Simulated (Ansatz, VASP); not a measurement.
## Two plane-wave programs on BaTiO3

File POSCAR:

```
BaTiO3
1.0
    2.8273666084      1.6323808724      2.3183934932
   -2.8273666084      1.6323808724      2.3183934932
    0.0000000000     -3.2647617449      2.3183934932
Ba Ti O
1 1 3
Direct
    0.0000000000      0.0000000000      0.0000000000
    0.4845000000      0.4845000000      0.4845000000
    0.5086000000      0.5086000000      0.0175000000
    0.0175000000      0.5086000000      0.5086000000
    0.5086000000      0.0175000000      0.5086000000
```

INCAR.step1

```
SYSTEM = BaTiO3
PREC = Accurate
ENCUT = 600
ISMEAR = 0
SIGMA = 0.02
LREAL = .False.
LASPH = .True.
NELM = 100
GGA = PE
ALGO = Normal
EDIFF = 1E-4
LWAVE = .True.
LCHARG = .False.
```

INCAR.step2

```
SYSTEM = BaTiO3
PREC = Accurate
ENCUT = 600
EDIFF = 1E-7
ISMEAR = 0
SIGMA = 0.02
LREAL = .False.
LASPH = .True.
NELM = 100
ALGO = Normal
ISIF = 3
LWAVE = .False.
LCHARG = .False.
METAGGA = R2SCAN
LMIXTAU = .True.
IBRION = 2
NSW = 100
EDIFFG = -0.005
ISTART = 1
```

Contents of KPOINTS:

```
regular mesh
0
Gamma
  6 6 6
  0 0 0
```

Input for Ansatz:

```yaml
crystal:
  lattice:
    - [2.8273666084, 1.6323808724, 2.3183934932]
    - [-2.8273666084, 1.6323808724, 2.3183934932]
    - [0.0, -3.2647617449, 2.3183934932]
  atoms:
    - { symbol: Ba, position: [0.0, 0.0, 0.0] }
    - { symbol: Ti, position: [0.4845, 0.4845, 0.4845] }
    - { symbol: O, position: [0.5086, 0.5086, 0.0175] }
    - { symbol: O, position: [0.0175, 0.5086, 0.5086] }
    - { symbol: O, position: [0.5086, 0.0175, 0.5086] }
basis:
  ecutwfc: 500
kpoints:
  mp_grid: { grid: [6, 6, 6] }
hamiltonian:
  xc: r2scan
scf:
  occupations: { method: gaussian, width: 0.02 }
output:
  forces: true
  stress: true
  eigenvalues: true
relax:
  adjacent_minimum: "off"
  f_tol: 0.005
  max_steps: 80
  cell: { stress_tol: 0.05 }
```

Alike in both runs: task relaxation of cell and atoms; functional r2SCAN; k mesh 6 × 6 × 6; occupations gaussian, width 0.02 eV; no spin polarisation.

|  | VASP | Ansatz |
| --- | --- | --- |
| version | VASP 6.6.1 | Ansatz 0.2.0 |
| potentials or method | VASP PAW PBE potentials, release 64 (Ba_sv, Ti_sv, O), cutoff 600 eV | scalar-relativistic, plane waves, PAW |
| valence electrons in the cell | 40 | 40 |

VASP gave:

| Item | Value |
| --- | --- |
| gap on the k mesh at the Fermi level, each at its own relaxed structure (eV) | 2.77 |
| relaxed volume (Å³/atom) | 13.14 |
| relaxed length of the cell vector where the two differ most in proportion (Å) | 4.035 |

Q: Which values does Ansatz return?

A: gap on the k mesh at the Fermi level, each at its own relaxed structure (eV): 2.87; relaxed volume (Å³/atom): 13.03; relaxed length of the cell vector where the two differ most in proportion (Å): 4.024.

VASP's potentials were made for PBE, not for r2SCAN.

Neither program's run includes spin-orbit coupling.
